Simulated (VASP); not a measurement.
Here is a VASP 6.6.1 calculation.

File INCAR:

```
SYSTEM = Co
PREC = Accurate
ENCUT = 520
EDIFF = 1E-7
ISMEAR = -1
SIGMA = 0.05
LREAL = .FALSE.
LASPH = .TRUE.
NELM = 150
ALGO = Normal
ISIF = 2
LWAVE = .FALSE.
LCHARG = .TRUE.
ISPIN = 2
MAGMOM = 2 2 2 2
LORBIT = 11
LMAXMIX = 4
GGA = RP
LELF = .TRUE.
LVHAR = .TRUE.
NBANDS = 30
```

File KPOINTS:

```
regular mesh
0
G
  12 12 4
  0 0 0
```

The input POSCAR:

```
Co
1.0
    2.4869235940      0.0000000000      0.0000000000
   -1.2434617971      2.1537390097      0.0000000000
    0.0000000000      0.0000000000      8.1417998233
Co
4
Direct
    0.6666666667      0.3333333333      0.7500000000
    0.0000000000      0.0000000000      0.5000000000
    0.3333333333      0.6666666667      0.2500000000
    0.0000000000      0.0000000000      0.0000000000
```

Potentials or basis: VASP PAW PBE potentials, release 64 (Co).

Launch:

```sh
$ cat potpaw_PBE.64/Co/POTCAR > POTCAR
$ mpirun -np 1 vasp_std > vasp.out
```

**Question.** Predict the site moments.

**Answer.** Co +1.70, +1.68 (each value once) μB.

**Question.** Predict the pressure.

**Answer.** 5.5 GPa.

Stress tensor (GPa, compression positive):
```
6.66 0.00 0.00
0.00 6.66 0.00
0.00 0.00 3.08
```

Caveat: the cell stands under pressure; the PAW data sets were made with another functional, which shifts forces and pressure a little.
